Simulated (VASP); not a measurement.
# BiTe (I4mm) in VASP: a series of runs, part 2 of 2

VASP 6.6.1. Earlier steps stand in the parts before.

## (3) Single point, PBE

Input file INCAR:

```
SYSTEM = BiTe
ALGO = Normal ; EDIFF = 1E-6
ENCUT = 520 ; GGA = PE
ISIF = 2 ; ISMEAR = -1
LASPH = .True. ; LCHARG = .True.
LELF = .True. ; LREAL = .False.
LVHAR = .True. ; LWAVE = .False.
NBANDS = 18 ; NELM = 60
PREC = Accurate ; SIGMA = 0.1
```

Input file KPOINTS:

```
k-points
0
Gamma
  6 6 6
  0 0 0
```

Input file POSCAR:

```
BiTe
1.0
    0.0000000000      3.2350000000      3.2350000000
    3.2350000000      0.0000000000      3.2350000000
    3.2350000000      3.2350000000      0.0000000000
Bi Te
1 1
Direct
    0.0309119011      0.0309119011     -0.0309119011
    0.5000000000      0.5000000000      0.5000000000
```

Potentials or basis: VASP PAW PBE potentials, release 64 (Bi_d, Te).

The run is started by

```sh
> cat potpaw_PBE.64/Bi_d/POTCAR potpaw_PBE.64/Te/POTCAR > POTCAR
> mpirun -np 1 vasp_std > vasp.out
```

OUTCAR:

```text
SYSTEM = BiTe
   EDIFF = 1E-6
   ENCUT = 520
   GGA = PE
   ISIF = 2
   ISMEAR = -1
   LASPH = .True.
   LREAL = .False.
   NELM = 60
   PREC = Accurate

 ion  position               nearest neighbor table
   1  0.031  0.031  0.969-   2 3.03   2 3.24   2 3.24   2 3.24   2 3.24   2 3.44
   2  0.500  0.500  0.500-   1 3.03   1 3.24   1 3.24   1 3.24   1 3.24   1 3.44

  LATTYP: Found a face centered cubic cell.
 ALAT       =     6.4700000000

  Lattice vectors:

 A1 = (   0.0000000000,   3.2350000000,   3.2350000000)
 A2 = (   3.2350000000,   0.0000000000,   3.2350000000)
 A3 = (   3.2350000000,   3.2350000000,   0.0000000000)

Analysis of symmetry for initial positions (statically):
=====================================================================
 Subroutine PRICEL returns:
 Original cell was already a primitive cell.

 Routine SETGRP: Setting up the symmetry group for a
 face centered cubic supercell.

 Subroutine GETGRP returns: Found  8 space group operations
 (whereof  8 operations were pure point group operations)
 out of a pool of 48 trial point group operations.

The static configuration has the point symmetry C_4v.

[... 157 lines left out ...]

  energy without entropy =       -7.08363060  energy(sigma->0) =       -7.10927832

 E-fermi :   6.6973     XC(G=0):  -9.4272

 val. band max:        6.6939141987   @ k =   0.3333   0.0000   0.0000
 cond. band min:       6.7517246089   @ k =   0.0000  -0.1667   0.1667
 fundamental gap:      0.0578104102
 Fermi energy:         6.6972996238

 k-point     1 :       0.0000    0.0000    0.0000
  band No.  band energies     occupation
      1     -16.5057      2.00000
      2     -16.4909      2.00000
      3     -16.4909      2.00000
      4     -16.4731      2.00000
      5     -16.4704      2.00000
      6      -6.9144      2.00000
[... 481 lines left out ...]
      5     -16.4629      2.00000
      6      -5.4717      2.00000
[... 10 lines left out ...]
     17      14.9392      0.00000
     18      16.2887      0.00000

 [... further k-points ...]

------------------------ aborting loop because EDIFF is reached ----------------------------------------

  FORCE on cell =-STRESS in cart. coord.  units (eV):
  Direction    XX          YY          ZZ          XY          YZ          ZX
  --------------------------------------------------------------------------------------
  -------------------------------------------------------------------------------------
  Total        0.5502689      0.5502689      0.8467474      0.0000000      0.0000000     -0.0000000
  in kB       13.0206503     13.0206503     20.0360277      0.0000000      0.0000000     -0.0000000
  external PRESSURE =      15.3591094 kB  Pullay stress =       0.0000000 kB

 VOLUME and BASIS-vectors are now :
 -----------------------------------------------------------------------------
  energy-cutoff  :      520.00
  volume of cell :       67.71
      direct lattice vectors                 reciprocal lattice vectors
     0.000000000  3.235000000  3.235000000    -0.154559505  0.154559505  0.154559505
     3.235000000  0.000000000  3.235000000     0.154559505 -0.154559505  0.154559505
     3.235000000  3.235000000  0.000000000     0.154559505  0.154559505 -0.154559505

 POSITION                                       TOTAL-FORCE (eV/Angst)
 -----------------------------------------------------------------------------------
      3.23500      3.23500      0.20000         0.000000      0.000000     -0.594095
      3.23500      3.23500      3.23500         0.000000      0.000000      0.594095
 -----------------------------------------------------------------------------------
    total drift:                                0.000000      0.000000      0.000495

  FREE ENERGIE OF THE ION-ELECTRON SYSTEM (eV)
  ---------------------------------------------------
  free  energy   TOTEN  =        -7.1349260478 eV

  energy  without entropy=       -7.0836306003  energy(sigma->0) =       -7.10927832
```

OSZICAR:

```text
N       E                     dE             d eps       ncg     rms          rms(c)
DAV:   1     0.156390925163E+03    0.15639E+03   -0.96098E+03  1080   0.116E+03
DAV:   2     0.492924810974E+01   -0.15146E+03   -0.14763E+03  1130   0.311E+02
DAV:   3    -0.681063067823E+01   -0.11740E+02   -0.11603E+02  1330   0.893E+01
DAV:   4    -0.714465228964E+01   -0.33402E+00   -0.33339E+00  1298   0.159E+01
DAV:   5    -0.715855582065E+01   -0.13904E-01   -0.13903E-01  1512   0.318E+00    0.652E+00
DAV:   6    -0.713163914218E+01    0.26917E-01   -0.86447E-02  1542   0.181E+00    0.406E+00
DAV:   7    -0.713511427192E+01   -0.34751E-02   -0.28477E-02  1256   0.881E-01    0.532E-01
DAV:   8    -0.713479888805E+01    0.31538E-03   -0.47504E-03  1374   0.450E-01    0.124E-01
DAV:   9    -0.713491960474E+01   -0.12072E-03   -0.42675E-04  1236   0.117E-01    0.317E-02
DAV:  10    -0.713492521669E+01   -0.56120E-05   -0.15782E-05  1498   0.236E-02    0.241E-02
DAV:  11    -0.713492623672E+01   -0.10200E-05   -0.52180E-06  1150   0.142E-02    0.275E-03
DAV:  12    -0.713492604775E+01    0.18896E-06   -0.50917E-07   752   0.568E-03
   1 F= -.71349260E+01 E0= -.71092783E+01  d E =-.512954E-01
```

stdout:

```text
POSCAR found type information on POSCAR BiTe
 POSCAR found :  2 types and       2 ions
 scaLAPACK will be used
 LDA part: xc-table for (Slater+PW92), standard interpolation
 POSCAR, INCAR and KPOINTS ok, starting setup
 FFT: planning ... GRIDC
 FFT: planning ... GRID_SOFT
 FFT: planning ... GRID
 WAVECAR not read
 entering main loop
```

Wall time 65 s (1 thread of AMD EPYC 7R13, shared host); peak memory 0.19 GiB.

What came out:

```
Free energy            : -7.1349 eV
Pressure               : 1.5 GPa
Largest force          : 0.594 eV/Å
Band gap on the k mesh : zero (an odd number of electrons rules out a gap without spin polarisation)
```

Forces in eV/Å, atoms in the order of the input:
```
Bi   0.000  0.000 -0.594
Te   0.000  0.000  0.594
```

Stress tensor (GPa, compression positive):
```
1.30 0.00 0.00
0.00 1.30 0.00
0.00 0.00 2.00
```

Caveat: spin-orbit coupling is left out, which moves the levels of the heavy elements.
